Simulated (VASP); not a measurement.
# LiAsS3 (C2/m) in VASP: single point with r2SCAN

Aim: the single point of LiAsS3 with r2SCAN.

All numbers are computed with VASP 6.6.1; they aren't measurements. Logs are shortened: lines on timing, memory, paths and dates and some standing lists are left out, and cuts for length are marked.

### Step 1. The cell of the first run

The structure is monoclinic, space group C2/m (No. 12). Conventional cell: a = 11.203 Å, b = 7.062 Å, c = 6.576 Å, α = 90.00°, β = 125.57°, γ = 90.00°. Within 3.4 Å of Li (site symmetry 2) lie 6 S at 2.58 to 3.29 Å and 1 Li at 3.40 Å. Within 2.6 Å of As (site symmetry m) lie 4 S at 1.97 to 2.15 Å. Within 2.8 Å of S (site symmetry 2) lie 2 As at 2.15 Å. Within 2.7 Å of S (site symmetry m) lie 1 As at 2.00 Å and 2 Li at 2.62 Å. S (site symmetry m) has 1 As at 1.97 Å and 2 Li at 2.58 Å within 2.6 Å.

### Step 2. Single point, r2SCAN

POSCAR reads:

```
LiAsS3
1.0
    5.6013820000      3.5309730000      0.0000000000
    5.6013820000     -3.5309730000      0.0000000000
    3.8255550000      0.0000000000     -5.3490590000
Li As S
2 2 6
Direct
    0.2407000000      0.7593000000      0.0000000000
    0.7593000000      0.2407000000      0.0000000000
    0.1539000000      0.1539000000      0.4194000000
    0.8461000000      0.8461000000      0.5806000000
    0.7788000000      0.2212000000      0.5000000000
    0.2212000000      0.7788000000      0.5000000000
    0.1978000000      0.1978000000      0.6739000000
    0.8022000000      0.8022000000      0.3261000000
    0.3192000000      0.3192000000      0.0615000000
    0.6808000000      0.6808000000      0.9385000000
```

INCAR.step1 reads:

```
ALGO = Normal
EDIFF = 1E-4
ENCUT = 520
GGA = PE
ISMEAR = 0
LASPH = T
LCHARG = F
LREAL = F
LWAVE = T
NBANDS = 37
NELM = 60
PREC = Accurate
SIGMA = 0.0208
```

INCAR.step2 reads:

```
ALGO = Normal
EDIFF = 1E-6
ENCUT = 520
ISIF = 2
ISMEAR = 0
ISTART = 1
LASPH = T
LCHARG = F
LMIXTAU = T
LREAL = F
LWAVE = F
METAGGA = R2SCAN
NBANDS = 37
NELM = 60
PREC = Accurate
SIGMA = 0.0208
```

KPOINTS reads:

```
k-points
0
Gamma
  5 5 5
```

Potentials or basis: VASP PAW PBE potentials, release 64 (Li_sv, As, S).

Run with:

```sh
$ cat potpaw_PBE.64/Li_sv/POTCAR potpaw_PBE.64/As/POTCAR potpaw_PBE.64/S/POTCAR > POTCAR
$ cp INCAR.step1 INCAR
$ mpirun -np 1 vasp_std > vasp.out
$ cp INCAR.step2 INCAR
$ mpirun -np 1 vasp_std > vasp.out
```

OUTCAR:

```text
EDIFF = 1E-6
   ENCUT = 520
   ISIF = 2
   ISMEAR = 0
   ISTART = 1
   LASPH = T
   LREAL = F
   METAGGA = R2SCAN
   NELM = 60
   PREC = Accurate

 ion  position               nearest neighbor table
   1  0.241  0.759  0.000-   9 2.58  10 2.58   7 2.62   8 2.62
   2  0.759  0.241  0.000-   9 2.58  10 2.58   7 2.62   8 2.62
   3  0.154  0.154  0.419-   9 1.97   7 2.00   5 2.15   6 2.15
   4  0.846  0.846  0.581-  10 1.97   8 2.00   5 2.15   6 2.15
   5  0.779  0.221  0.500-   3 2.15   4 2.15
   6  0.221  0.779  0.500-   3 2.15   4 2.15
   7  0.198  0.198  0.674-   3 2.00   2 2.62   1 2.62
   8  0.802  0.802  0.326-   4 2.00   2 2.62   1 2.62
   9  0.319  0.319  0.062-   3 1.97   2 2.58   1 2.58
  10  0.681  0.681  0.938-   4 1.97   2 2.58   1 2.58

  LATTYP: Found a base centered monoclinic cell.
 ALAT       =    11.2027640000
 B/A-ratio  =     0.6303753252
 C/A-ratio  =     0.5870219336
 COS(beta)  =    -0.5817212578

  Lattice vectors:

 A1 = (  -5.6013820000,  -3.5309730000,   0.0000000000)
 A2 = (  -5.6013820000,   3.5309730000,   0.0000000000)
 A3 = (   3.8255550000,   0.0000000000,  -5.3490590000)

Analysis of symmetry for initial positions (statically):
=====================================================================
 Subroutine PRICEL returns:
 Original cell was already a primitive cell.

 Routine SETGRP: Setting up the symmetry group for a
 base centered monoclinic supercell.

 Subroutine GETGRP returns: Found  4 space group operations
 (whereof  4 operations were pure point group operations)
 out of a pool of  4 trial point group operations.

The static configuration has the point symmetry C_2h.

Analysis of symmetry for dynamics (positions and initial velocities):
=====================================================================
 Subroutine PRICEL returns:
 Original cell was already a primitive cell.

 Routine SETGRP: Setting up the symmetry group for a
 base centered monoclinic supercell.

 Subroutine GETGRP returns: Found  4 space group operations
 (whereof  4 operations were pure point group operations)
 out of a pool of  4 trial point group operations.

The dynamic configuration has the point symmetry C_2h.

 Subroutine INISYM returns: Found  4 space group operations
 (whereof  4 operations are pure point group operations),
 and found     1 'primitive' translations

[... 107 lines left out ...]
   LASPH  =      T    aspherical Exc in radial PAW
   ENCUT  =  520.0 eV  38.22 Ry    6.18 a.u.  12.31 12.31 12.23*2*pi/ulx,y,z
   NELM   =     60;   NELMIN=  2; NELMDL=  0     # of ELM steps
   EDIFF  = 0.1E-05   stopping-criterion for ELM
   LREAL  =      F    real-space projection
[... 7 lines left out ...]
   TEBEG  =    0.0;   TEEND  =   0.0 temperature during run
   PSTRESS=    0.0 pullay stress
   NELECT =      52.0000    total number of electrons
   NUPDOWN=      -1.0000    fix difference up-down
   EMIN   =  10.00;   EMAX   =-10.00  energy-range for DOS
   EFERMI =   0.00;   METHOD = LEGACY
   ISMEAR =     0;   SIGMA  =   0.02  broadening in eV -4-tet -1-fermi 0-gaus
   EFERMI_NEDOS =   21; number of points for ismear=-14 and -15
   IALGO  =     38    algorithm
   IMIX   =      4    mixing-type and parameters
     AMIX     =   0.40;   BMIX     =  1.00
     AMIX_MAG =   1.60;   BMIX_MAG =  1.00
  volume/ion in A,a.u.               =      21.16       142.79
  Fermi-wavevector in a.u.,A,eV,Ry     =   1.025440  1.937801 14.306898  1.051527
  Thomas-Fermi vector in A             =   2.159280
   LORBIT       =      0    0 simple, 1 ext, 2 COOP (PROOUT), +10 PAW based schemes
   METAGGA = R2SCAN    functional components
   LHFCALC =     F    Hartree Fock is set to
   AEXX    =    0.0000 exact exchange contribution
   IVDW    =     0    specifies the selected vdW correction
   LEPSILON=     F    determine dielectric tensor
   LRPA    =     F    only Hartree local field effects (RPA)
 non-spin polarized calculation
 Gauss-broadening in eV      SIGMA  =   0.02
  energy-cutoff  :      520.00
  volume of cell :      211.59
 maximum number of plane-waves:      5726
 NGX is ok and might be reduce to    50
   NGX = 25   NGY = 25   NGZ = 25

 number of electron      51.9999990 magnetization

 Free energy of the ion-electron system (eV)
  ---------------------------------------------------
  ext. energy  EPLUGINS =         0.00000000
  ---------------------------------------------------
  free energy    TOTEN  =       -85.87769915 eV

  energy without entropy =      -85.87769915  energy(sigma->0) =      -85.87769915

 E-fermi :   2.4413     XC(G=0):  -9.1159

 val. band max:        2.2477730788   @ k =   0.0000   0.0000   0.0000
 cond. band min:       4.6612827848   @ k =   0.0000   0.0000   0.4000
 fundamental gap:      2.4135097060
 Fermi energy:         2.4412738201

 k-point     1 :       0.0000    0.0000    0.0000
  band No.  band energies     occupation
      1     -44.2157      2.00000
      2     -44.2144      2.00000
      3     -15.0494      2.00000
      4     -13.0596      2.00000
      5     -11.0845      2.00000
      6     -10.9621      2.00000
[... 949 lines left out ...]
     36       9.5249      0.00000
     37       9.5817      0.00000

 [... further k-points ...]
[... 5 lines left out ...]
  --------------------------------------------------------------------------------------
  -------------------------------------------------------------------------------------
  Total       15.0965081      7.8956488     20.0652411      0.0000000      0.0000000     -0.8871329
  in kB      114.3115505     59.7862667    151.9350571      0.0000000      0.0000000     -6.7174167
  external PRESSURE =     108.6776248 kB  Pullay stress =       0.0000000 kB

 VOLUME and BASIS-vectors are now :
 -----------------------------------------------------------------------------
  energy-cutoff  :      520.00
  volume of cell :      211.59
      direct lattice vectors                 reciprocal lattice vectors
     5.601382000  3.530973000  0.000000000     0.089263685  0.141604028  0.063839852
     5.601382000 -3.530973000  0.000000000     0.089263685 -0.141604028  0.063839852
     3.825555000  0.000000000 -5.349059000     0.000000000  0.000000000 -0.186948770

 POSITION                                       TOTAL-FORCE (eV/Angst)
 -----------------------------------------------------------------------------------
      5.60138     -1.83116      0.00000        -0.000000      0.054866      0.000000
      5.60138      1.83116      0.00000        -0.000000     -0.054866      0.000000
      3.32854      0.00000     -2.24340        -0.635876      0.000000     -0.457302
     11.69978      0.00000     -3.10566         0.635876      0.000000      0.457302
      7.51416      1.96887     -2.67453        -0.000000     -2.579895      0.000000
      7.51416     -1.96887     -2.67453         0.000000      2.579895      0.000000
      4.79395      0.00000     -3.60473         2.215493      0.000000     -2.258954
     10.23437      0.00000     -1.74433        -2.215493      0.000000      2.258954
      3.81119      0.00000     -0.32897         0.972061      0.000000      3.415155
     11.21713      0.00000     -5.02009        -0.972061      0.000000     -3.415155
 -----------------------------------------------------------------------------------
    total drift:                                0.000000     -0.000000      0.000000

  FREE ENERGIE OF THE ION-ELECTRON SYSTEM (eV)
  ---------------------------------------------------
  free  energy   TOTEN  =       -85.8776991532 eV

  energy  without entropy=      -85.8776991532  energy(sigma->0) =      -85.87769915
```

OUTCAR.step1:

```text
EDIFF = 1E-4
   ENCUT = 520
   GGA = PE
   ISMEAR = 0
[... 1216 lines left out ...]
      4.79395      0.00000     -3.60473         2.523400      0.000000     -2.544198
     10.23437      0.00000     -1.74433        -2.523400      0.000000      2.544198
      3.81119      0.00000     -0.32897         1.087966      0.000000      3.847392
     11.21713      0.00000     -5.02009        -1.087966      0.000000     -3.847392
 -----------------------------------------------------------------------------------
    total drift:                                0.000000     -0.000000      0.000000

  FREE ENERGIE OF THE ION-ELECTRON SYSTEM (eV)
  ---------------------------------------------------
  free  energy   TOTEN  =       -40.0581400640 eV

  energy  without entropy=      -40.0581400640  energy(sigma->0) =      -40.05814006
```

OSZICAR.step1:

```text
N       E                     dE             d eps       ncg     rms          rms(c)
DAV:   1     0.328295869626E+03    0.32830E+03   -0.21805E+04  2886   0.127E+03
DAV:   2    -0.737100104587E+01   -0.33567E+03   -0.32228E+03  3650   0.253E+02
DAV:   3    -0.398187788520E+02   -0.32448E+02   -0.32248E+02  4314   0.770E+01
DAV:   4    -0.417825853949E+02   -0.19638E+01   -0.19510E+01  5180   0.166E+01
DAV:   5    -0.420430877983E+02   -0.26050E+00   -0.26047E+00  4372   0.316E+00    0.221E+01
DAV:   6    -0.402333470837E+02    0.18097E+01   -0.25907E+00  3556   0.710E+00    0.154E+01
DAV:   7    -0.400944264330E+02    0.13892E+00   -0.23204E+00  3692   0.554E+00    0.358E+00
DAV:   8    -0.400544098103E+02    0.40017E-01   -0.34435E-01  3472   0.259E+00    0.215E+00
DAV:   9    -0.400579843378E+02   -0.35745E-02   -0.44146E-02  3684   0.882E-01    0.600E-01
DAV:  10    -0.400576650511E+02    0.31929E-03   -0.30606E-03  3887   0.288E-01    0.447E-01
DAV:  11    -0.400581167878E+02   -0.45174E-03   -0.14565E-03  3519   0.161E-01    0.164E-01
DAV:  12    -0.400581400640E+02   -0.23276E-04   -0.12092E-04  2764   0.535E-02
   1 F= -.40058140E+02 E0= -.40058140E+02  d E =-.301825E-60
```

Run time: 18 min. Hardware: 1 thread of Intel Xeon Platinum 8488C (Sapphire Rapids), shared host; peak memory 0.51 GiB.

Results:

```yaml
Free_energy: -85.8777 eV
Largest_force: 3.551 eV/Å
Band_gap_on_the_k_mesh: 2.41 eV (least direct gap 2.75 eV)
```

Forces on the atoms (eV/Å):
```
Li   0.000  0.055  0.000
Li   0.000 -0.055  0.000
As  -0.636  0.000 -0.457
As   0.636  0.000  0.457
S    0.000 -2.580  0.000
S    0.000  2.580  0.000
S    2.215  0.000 -2.259
S   -2.215  0.000  2.259
S    0.972  0.000  3.415
S   -0.972  0.000 -3.415
```

Levels at points of the mesh, in eV from the valence-band top:
```tsv
k point	band 22	band 23	band 24	band 25	band 26	band 27	band 28	band 29	band 30	band 31
(0.00, 0.00, 0.00)	-1.20	-0.61	-0.38	-0.29	0.00	2.75	3.51	3.74	4.79	5.18
```

Caveat: the cutoff is under 1.25 times the usual one of these potentials, so pressure, stress and relaxed cells hold a basis-set (Pulay) error; the PAW data sets were made with another functional, which shifts forces and pressure a little.
